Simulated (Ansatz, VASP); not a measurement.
# Two plane-wave programs on P

The input INCAR:

```
SYSTEM = P
PREC = Accurate
ENCUT = 500
EDIFF = 1E-7
ISMEAR = -1
SIGMA = 0.05
LREAL = .False.
LASPH = .True.
NELM = 120
ALGO = Normal
ISIF = 3
LWAVE = .False.
LCHARG = .False.
GGA = PS
IBRION = 2
NSW = 60
EDIFFG = -0.005
GGA_COMPAT = .False.
NELMIN = 4
```

File KPOINTS:

```
regular mesh
0
Gamma
  17 17 17
  0 0 0
```

POSCAR

```
P
1.0
   -1.5536162530      1.5536162530      1.5536162530
    1.5536162530     -1.5536162530      1.5536162530
    1.5536162530      1.5536162530     -1.5536162530
P
1
Direct
    0.0000000000      0.0000000000      0.0000000000
```

Input for Ansatz:

```yaml
crystal:
  lattice:
    - [-1.553616253, 1.553616253, 1.553616253]
    - [1.553616253, -1.553616253, 1.553616253]
    - [1.553616253, 1.553616253, -1.553616253]
  atoms:
    - { symbol: P, position: [0.0, 0.0, 0.0] }
kpoints:
  mp_grid: { grid: [17, 17, 17] }
scf:
  occupations: { method: fermi_dirac, width: 0.05 }
hamiltonian:
  xc: pbesol
  pseudopotentials: { kind: paw }
output:
  forces: true
  stress: true
relax:
  f_tol: 0.005
  max_steps: 40
  cell: {}
```

Alike in both runs: task relaxation of cell and atoms; functional PBEsol; k mesh 17 × 17 × 17; occupations fermi-dirac, width 0.05 eV; no spin polarisation.

```csv
,VASP,Ansatz
version,VASP 6.6.1,Ansatz 0.2.0
potentials or method,"VASP PAW PBE potentials, release 64 (P)","PAW with Ansatz's default frozen-core files, scalar-relativistic"
plane-wave cutoff (eV),500,420
valence electrons in the cell,5,5
```

|  | VASP | Ansatz | Ansatz less VASP |
| --- | --- | --- | --- |
| relaxed volume (Å³/atom) | 13.69 | 13.68 | -0.008 |
| relaxed length of the cell vector where the two differ most in proportion (Å) | 2.610 | 2.610 | -0.0005 |

VASP's potentials were made for PBE, not for PBEsol.
